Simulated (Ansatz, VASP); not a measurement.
**CaB in VASP and in Ansatz**

```
Ca B
1.0
     3.08079    0.00000    0.00000
     0.00000    3.08079    0.00000
     0.00000    0.00000    3.08079
Ca B
1 1
Direct
  0.00000 0.00000 0.00000
  0.50000 0.50000 0.50000
```

Alike in both runs: task relaxation of cell and atoms; functional PBE; k mesh 6 × 6 × 6; occupations gaussian, width 0.1 eV; no spin polarisation.

|  | VASP | Ansatz |
| --- | --- | --- |
| version | VASP 6.6.1 | Ansatz 0.2.0 |
| potentials or method | VASP PAW PBE potentials, release 64 (Ca_sv, B), cutoff 500 eV | scalar-relativistic, plane waves, PAW |
| valence electrons in the cell | 13 | 13 |

```csv
,VASP,Ansatz,Ansatz less VASP
"gap on the k mesh at the Fermi level, each at its own relaxed structure (eV)",none,none,-
relaxed volume (Å³/atom),17.58,17.41,-0.164
relaxed cell length with the largest relative difference (Å),3.276,3.266,-0.0102
```

A gap of «none» marks a metal or a gap that the smearing closes.

Noted on VASP's run: the volume moved by over 15 % at a fixed basis, so the end points are rough.
